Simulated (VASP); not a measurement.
# BiTe (P-1) in VASP: single point with PBE

Aim: the single point of BiTe with PBE.

Program: VASP 6.6.1. These are calculated values, not measurements. Logs are shortened: lines on timing, memory, paths and dates and some standing lists are left out, and cuts for length are marked.

## Step 1: The cell of the first run

The typed cell holds 2 atoms: a = 4.692 Å, b = 4.666 Å, c = 4.648 Å, α = 57.60°, β = 57.82°, γ = 54.02°.

## Step 2: Single point, PBE

Input file INCAR:

```
SYSTEM = BiTe
ALGO = Normal
EDIFF = 1E-6
ENCUT = 500
GGA = PE
GGA_COMPAT = .FALSE.
ISIF = 2
ISMEAR = 0
LASPH = .TRUE.
LCHARG = .FALSE.
LREAL = .FALSE.
LWAVE = .FALSE.
NBANDS = 18
NELM = 120
PREC = Accurate
SIGMA = 0.1
```

Input file KPOINTS:

```
k-points
0
G
  4 4 4
  0 0 0
```

Input file POSCAR:

```
BiTe
1.0
    0.1921092991      3.2156838276      3.4108065110
    3.1976371395      0.2114251710      3.3914906390
    3.2858775009      3.2846083171      0.1231848096
Bi Te
1 1
Direct
    0.0000000000      0.0000000000      0.0000000000
    0.5000000000      0.5000000000      0.5000000000
```

Potentials or basis: VASP PAW PBE potentials, release 64 (Bi_d, Te).

Run with:

```console
> cat potpaw_PBE.64/Bi_d/POTCAR potpaw_PBE.64/Te/POTCAR > POTCAR
> mpirun -np 1 vasp_std > vasp.out
```

OUTCAR:

```text
SYSTEM = BiTe
   EDIFF = 1E-6
   ENCUT = 500
   GGA = PE
   ISIF = 2
   ISMEAR = 0
   LASPH = .TRUE.
   LREAL = .FALSE.
   NELM = 120
   PREC = Accurate

 ion  position               nearest neighbor table
   1  0.000  0.000  0.000-   2 3.15   2 3.15   2 3.15   2 3.15   2 3.34   2 3.34
   2  0.500  0.500  0.500-   1 3.15   1 3.15   1 3.15   1 3.15   1 3.34   1 3.34

  LATTYP: Found a triclinic cell.
 ALAT       =     4.5149317518
 B/A-ratio  =     0.9412334477
 C/A-ratio  =     1.0293993778
 COS(alpha) =     0.0002837318
 COS(beta)  =     0.4759432966
 COS(gamma) =     0.4771458570

  Lattice vectors:

 A1 = (  -3.0937682018,  -0.0689244895,   3.2876217014)
 A2 = (  -3.0055278404,   3.0042586566,   0.0193158720)
 A3 = (  -3.2858775009,  -3.2846083171,  -0.1231848096)

Analysis of symmetry for initial positions (statically):
=====================================================================
 Subroutine PRICEL returns:
 Original cell was already a primitive cell.

 Routine SETGRP: Setting up the symmetry group for a
 triclinic supercell.

 Subroutine GETGRP returns: Found  2 space group operations
 (whereof  2 operations were pure point group operations)
 out of a pool of  2 trial point group operations.

The static configuration has the point symmetry S_2 .

Analysis of symmetry for dynamics (positions and initial velocities):
=====================================================================
 Subroutine PRICEL returns:
 Original cell was already a primitive cell.

 Routine SETGRP: Setting up the symmetry group for a
 triclinic supercell.

 Subroutine GETGRP returns: Found  2 space group operations
 (whereof  2 operations were pure point group operations)
 out of a pool of  2 trial point group operations.

The dynamic configuration has the point symmetry S_2 .

 Subroutine INISYM returns: Found  2 space group operations
 (whereof  2 operations are pure point group operations),
 and found     1 'primitive' translations

----------------------------------------------------------------------------------------

                                     Primitive cell

  volume of cell :      65.8881

  direct lattice vectors                    reciprocal lattice vectors
     0.192109299  3.215683828  3.410806511    -0.168675082  0.163157367  0.148862606
     3.197637139  0.211425171  3.391490639     0.164021220 -0.169739819  0.150791195
     3.285877501  3.284608317  0.123184810     0.154577798  0.155642534 -0.155445057

  length of vectors
     4.691602020  4.666025357  4.647667936     0.277905893  0.280093826  0.268853231

  position of ions in fractional coordinates (direct lattice)
     0.000000000  0.000000000  0.000000000
     0.500000000  0.500000000  0.500000000

  ion indices of the primitive-cell ions
   primitive index   ion index
                 1           1
                 2           2

----------------------------------------------------------------------------------------

 KPOINTS: k-points

Automatic generation of k-mesh.
 Grid dimensions read from file:
 generate k-points for:    4    4    4

 Generating k-lattice:

  Cartesian coordinates                     Fractional coordinates (reciprocal lattice)
    -0.042168771  0.040789342  0.037215651     0.250000000  0.000000000  0.000000000
     0.041005305 -0.042434955  0.037697799    -0.000000000  0.250000000 -0.000000000
     0.038644449  0.038910634 -0.038861264     0.000000000  0.000000000  0.250000000

  Length of vectors
     0.069476473  0.070023456  0.067213308

  Shift w.r.t. Gamma in fractional coordinates (k-lattice)
     0.000000000  0.000000000  0.000000000

 Subroutine IBZKPT returns following result:
 ===========================================

 Found     36 irreducible k-points:

 Following reciprocal coordinates:
            Coordinates               Weight
  0.000000  0.000000  0.000000      1.000000
  0.250000  0.000000 -0.000000      2.000000
  0.500000  0.000000 -0.000000      1.000000
 -0.000000  0.250000  0.000000      2.000000
  0.250000  0.250000 -0.000000      2.000000
  0.500000  0.250000  0.000000      2.000000
[... 16 lines left out ...]
  0.000000 -0.250000  0.250000      2.000000
  0.250000 -0.250000  0.250000      2.000000
 [... further k-points ...]
   k-points           NKPTS =     36   k-points in BZ     NKDIM =     36   number of bands    NBANDS=     18
   number of dos      NEDOS =    301   number of ions     NIONS =      2
   total plane-waves  NPLWV =  46656
   dimension x,y,z NGX =    36 NGY =   36 NGZ =   36
   dimension x,y,z NGXF=    72 NGYF=   72 NGZF=   72
   ions per type =               1   1
   NGX,Y,Z   is equivalent  to a cutoff of  12.76, 12.83, 12.88 a.u.
   NGXF,Y,Z  is equivalent  to a cutoff of  25.51, 25.65, 25.75 a.u.
 SYSTEM =  BiTe
   PREC   = accura    normal or accurate (medium, high low for compatibility)
   ISTART =      0    job   : 0-new  1-cont  2-samecut
   ICHARG =      2    charge: 1-file 2-atom 10-const
   ISPIN  =      1    spin polarized calculation?
   LNONCOLLINEAR =      F non collinear calculations
   LSORBIT =      F    spin-orbit coupling
   LASPH  =      T    aspherical Exc in radial PAW
   ENCUT  =  500.0 eV  36.75 Ry    6.06 a.u.   8.55  8.51  8.47*2*pi/ulx,y,z
   NELM   =    120;   NELMIN=  2; NELMDL= -5     # of ELM steps
   EDIFF  = 0.1E-05   stopping-criterion for ELM
   LREAL  =      F    real-space projection
   EDIFFG = 0.1E-04   stopping-criterion for IOM
   NSW    =      0    number of steps for IOM
   IBRION =     -1    ionic relax: 0-MD 1-quasi-New 2-CG
   NFREE  =      0    steps in history (QN), initial steepest desc. (CG)
   ISIF   =      2    stress and relaxation
   ISYM   =      2    0-nonsym 1-usesym 2-fastsym
   POTIM  = 0.5000    time-step for ionic-motion
   TEBEG  =    0.0;   TEEND  =   0.0 temperature during run
   PSTRESS=    0.0 pullay stress
   NELECT =      21.0000    total number of electrons
   NUPDOWN=      -1.0000    fix difference up-down
   EMIN   =  10.00;   EMAX   =-10.00  energy-range for DOS
   EFERMI =   0.00;   METHOD = LEGACY
   ISMEAR =     0;   SIGMA  =   0.10  broadening in eV -4-tet -1-fermi 0-gaus
   EFERMI_NEDOS =   21; number of points for ismear=-14 and -15
   IALGO  =     38    algorithm
   IMIX   =      4    mixing-type and parameters
     AMIX     =   0.40;   BMIX     =  1.00
     AMIX_MAG =   1.60;   BMIX_MAG =  1.00
  volume/ion in A,a.u.               =      32.94       222.32
  Fermi-wavevector in a.u.,A,eV,Ry     =   1.118267  2.113219 17.014386  1.250522
  Thomas-Fermi vector in A             =   2.254897
   LORBIT       =      0    0 simple, 1 ext, 2 COOP (PROOUT), +10 PAW based schemes
   GGA     = PE    functional components
   LHFCALC =     F    Hartree Fock is set to
   AEXX    =    0.0000 exact exchange contribution
   IVDW    =     0    specifies the selected vdW correction
   LEPSILON=     F    determine dielectric tensor
   LRPA    =     F    only Hartree local field effects (RPA)
 non-spin polarized calculation
 Gauss-broadening in eV      SIGMA  =   0.10
  energy-cutoff  :      500.00
  volume of cell :       65.89
 maximum number of plane-waves:      1696
 NGX is ok and might be reduce to    36
   NGX = 17   NGY = 17   NGZ = 17

 number of electron      20.9999998 magnetization

 Free energy of the ion-electron system (eV)
  ---------------------------------------------------
  ext. energy  EPLUGINS =         0.00000000
  ---------------------------------------------------
  free energy    TOTEN  =        -7.14606181 eV

  energy without entropy =       -7.13622119  energy(sigma->0) =       -7.14114150

 E-fermi :   6.9522     XC(G=0):  -9.5554

 val. band max:        6.9243323249   @ k =   0.0000  -0.2500   0.2500
 cond. band min:       6.9531709658   @ k =  -0.2500  -0.0000   0.2500
 fundamental gap:      0.0288386409
 Fermi energy:         6.9522293978

 k-point     1 :       0.0000    0.0000    0.0000
  band No.  band energies     occupation
      1     -16.2178      2.00000
      2     -16.2158      2.00000
      3     -16.1962      2.00000
      4     -16.1957      2.00000
      5     -16.1946      2.00000
      6      -6.7457      2.00000
[... 10 lines left out ...]
     17      12.5325      0.00000
     18      13.5909      0.00000

 k-point     2 :       0.2500    0.0000   -0.0000
  band No.  band energies     occupation
      1     -16.2226      2.00000
      2     -16.2088      2.00000
      3     -16.1973      2.00000
      4     -16.1942      2.00000
      5     -16.1922      2.00000
      6      -6.1464      2.00000
[... 10 lines left out ...]
     17      14.9794      0.00000
     18      16.9774      0.00000

 k-point     3 :       0.5000    0.0000   -0.0000
  band No.  band energies     occupation
      1     -16.2275      2.00000
      2     -16.2048      2.00000
      3     -16.1986      2.00000
      4     -16.1912      2.00000
      5     -16.1879      2.00000
      6      -4.6265      2.00000
[... 10 lines left out ...]
     17      15.9307      0.00000
     18      16.7567      0.00000

 k-point     4 :      -0.0000    0.2500    0.0000
  band No.  band energies     occupation
      1     -16.2226      2.00000
      2     -16.2087      2.00000
      3     -16.1977      2.00000
      4     -16.1942      2.00000
      5     -16.1917      2.00000
      6      -6.1400      2.00000
[... 10 lines left out ...]
     17      15.0615      0.00000
     18      17.0082      0.00000

 k-point     5 :       0.2500    0.2500   -0.0000
  band No.  band energies     occupation
      1     -16.2173      2.00000
      2     -16.2160      2.00000
      3     -16.2014      2.00000
      4     -16.1916      2.00000
      5     -16.1899      2.00000
      6      -6.1445      2.00000
[... 10 lines left out ...]
     17      14.7141      0.00000
     18      14.7467      0.00000

 k-point     6 :       0.5000    0.2500    0.0000
  band No.  band energies     occupation
      1     -16.2208      2.00000
      2     -16.2103      2.00000
      3     -16.2017      2.00000
      4     -16.1917      2.00000
      5     -16.1868      2.00000
      6      -5.1546      2.00000
[... 10 lines left out ...]
     17      15.9336      0.00000
     18      16.6661      0.00000

 k-point     7 :      -0.2500    0.2500    0.0000
  band No.  band energies     occupation
      1     -16.2270      2.00000
      2     -16.2049      2.00000
      3     -16.1967      2.00000
      4     -16.1923      2.00000
      5     -16.1891      2.00000
      6      -5.0681      2.00000
[... 10 lines left out ...]
     17      16.3480      0.00000
     18      17.9074      0.00000

 k-point     8 :      -0.0000    0.5000    0.0000
  band No.  band energies     occupation
      1     -16.2276      2.00000
      2     -16.2050      2.00000
      3     -16.1989      2.00000
      4     -16.1911      2.00000
      5     -16.1871      2.00000
      6      -4.6090      2.00000
[... 10 lines left out ...]
     17      16.0394      0.00000
     18      16.6676      0.00000
[... 229 lines left out ...]
     17      16.7687      0.00000
     18      17.0930      0.00000

 k-point    20 :       0.2500    0.5000    0.2500
  band No.  band energies     occupation
      1     -16.2253      2.00000
      2     -16.2067      2.00000
      3     -16.1973      2.00000
      4     -16.1935      2.00000
      5     -16.1902      2.00000
      6      -5.3735      2.00000
[... 10 lines left out ...]
     17      15.6052      0.00000
     18      16.0615      0.00000

 k-point    21 :       0.5000    0.5000    0.2500
  band No.  band energies     occupation
      1     -16.2181      2.00000
      2     -16.2164      2.00000
      3     -16.2012      2.00000
      4     -16.1900      2.00000
      5     -16.1884      2.00000
      6      -5.2342      2.00000
[... 10 lines left out ...]
     17      15.8178      0.00000
     18      16.9029      0.00000

 k-point    22 :      -0.2500    0.5000    0.2500
  band No.  band energies     occupation
      1     -16.2249      2.00000
      2     -16.2074      2.00000
      3     -16.1990      2.00000
      4     -16.1935      2.00000
      5     -16.1859      2.00000
      6      -4.5297      2.00000
[... 10 lines left out ...]
     17      16.8228      0.00000
     18      17.3033      0.00000

 k-point    23 :       0.0000   -0.2500    0.2500
  band No.  band energies     occupation
      1     -16.2252      2.00000
      2     -16.2070      2.00000
      3     -16.1975      2.00000
      4     -16.1935      2.00000
      5     -16.1885      2.00000
      6      -5.3156      2.00000
[... 10 lines left out ...]
     17      15.6956      0.00000
     18      17.1374      0.00000

 k-point    24 :       0.2500   -0.2500    0.2500
  band No.  band energies     occupation
      1     -16.2316      2.00000
      2     -16.2006      2.00000
      3     -16.1991      2.00000
      4     -16.1919      2.00000
      5     -16.1864      2.00000
      6      -4.7192      2.00000
[... 10 lines left out ...]
     17      16.9127      0.00000
     18      17.3321      0.00000

 [... further k-points ...]

------------------------ aborting loop because EDIFF is reached ----------------------------------------

  FORCE on cell =-STRESS in cart. coord.  units (eV):
  Direction    XX          YY          ZZ          XY          YZ          ZX
  --------------------------------------------------------------------------------------
  -------------------------------------------------------------------------------------
  Total        1.7032355      1.7704467     -0.7418660     -0.0377736      0.2724956      0.1822272
  in kB       41.4169918     43.0513441    -18.0396997     -0.9185272      6.6261825      4.4311555
  external PRESSURE =      22.1428787 kB  Pullay stress =       0.0000000 kB

 VOLUME and BASIS-vectors are now :
 -----------------------------------------------------------------------------
  energy-cutoff  :      500.00
  volume of cell :       65.89
      direct lattice vectors                 reciprocal lattice vectors
     0.192109299  3.215683828  3.410806511    -0.168675082  0.163157367  0.148862606
     3.197637139  0.211425171  3.391490639     0.164021220 -0.169739819  0.150791195
     3.285877501  3.284608317  0.123184810     0.154577798  0.155642534 -0.155445057

 POSITION                                       TOTAL-FORCE (eV/Angst)
 -----------------------------------------------------------------------------------
      0.00000      0.00000      0.00000         0.000000     -0.000000     -0.000000
      3.33781      3.35586      3.46274         0.000000      0.000000      0.000000
 -----------------------------------------------------------------------------------
    total drift:                               -0.000000      0.000000      0.000000

  FREE ENERGIE OF THE ION-ELECTRON SYSTEM (eV)
  ---------------------------------------------------
  free  energy   TOTEN  =        -7.1460618149 eV

  energy  without entropy=       -7.1362211865  energy(sigma->0) =       -7.14114150
```

Wall time 35 s (1 thread of Intel Xeon 6975P-C, shared host); peak memory 0.22 GiB.

Results:

* Free energy: -7.1461 eV
* Pressure: 2.2 GPa

Stress tensor (GPa, compression positive):
```
 4.14 -0.09  0.44
-0.09  4.31  0.66
 0.44  0.66 -1.80
```

Caveat: the k points lie up to 0.44 Å⁻¹ apart; spin-orbit coupling is left out, which moves the levels of the heavy elements.
